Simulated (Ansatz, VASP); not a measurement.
# HfH3 in VASP and in Ansatz

The input INCAR:

```
SYSTEM = HfH3
  PREC = Accurate
  ENCUT = 600
  EDIFF = 1E-7
  ISMEAR = 1
  SIGMA = 0.1
  LREAL = .False.
  LASPH = .True.
  NELM = 80
  ALGO = Normal
  ISIF = 3
  LWAVE = .False.
  LCHARG = .False.
  IBRION = 2
  NSW = 80
  EDIFFG = -0.01
```

KPOINTS

```
Automatic mesh
0
Gamma
  7 7 7
  0 0 0
```

Contents of POSCAR:

```
HfH3
1.0
    3.0845540000      0.0000000000      0.0000000000
    0.0000000000      3.0845540000      0.0000000000
    0.0000000000      0.0000000000      3.0845540000
Hf H
1 3
Direct
    0.0000000000      0.0000000000      0.0000000000
    0.0000000000      0.5000000000      0.5000000000
    0.5000000000      0.0000000000      0.5000000000
    0.5000000000      0.5000000000      0.0000000000
```

Input for Ansatz:

```yaml
crystal:
  lattice:
    bravais: cubic
    a: 3.084554
  space_group: 221
  atoms:
    - { symbol: Hf, position: [0.0, 0.0, 0.0] }
    - { symbol: H, position: [0.0, 0.5, 0.5] }
basis:
  ecutwfc: 550.0
kpoints:
  mp_grid:
    grid: [7, 7, 7]
hamiltonian:
  xc: lda
  dispersion: none
scf:
  occupations:
    method: methfessel_paxton
relax:
  cell: {}
```

Alike in both runs: task relaxation of cell and atoms; functional LDA; k mesh 7 × 7 × 7; no spin polarisation.

|  | VASP | Ansatz |
| --- | --- | --- |
| version | VASP 6.6.1 | Ansatz 0.2.0 |
| potentials or method | VASP PAW LDA potentials, release 64 (Hf_pv, H), cutoff 600 eV | plane waves, PAW |
| occupations | methfessel-paxton of order 1, width 0.1 eV | methfessel-paxton of order 1 |
| valence electrons in the cell | 13 | 29 |

|  | VASP | Ansatz | Ansatz less VASP |
| --- | --- | --- | --- |
| relaxed volume (Å³/atom) | 6.97 | 6.97 | +0.006 |
| relaxed cell length with the largest relative difference (Å) | 3.032 | 3.033 | +0.0009 |

LDA's correlation is that of Perdew and Zunger in VASP and of Perdew and Wang (1992) in Ansatz. VASP's potentials hold 13 valence electrons a cell and Ansatz's 29, so a difference there can come from the potentials and not from the codes.

Neither program's run includes spin-orbit coupling.
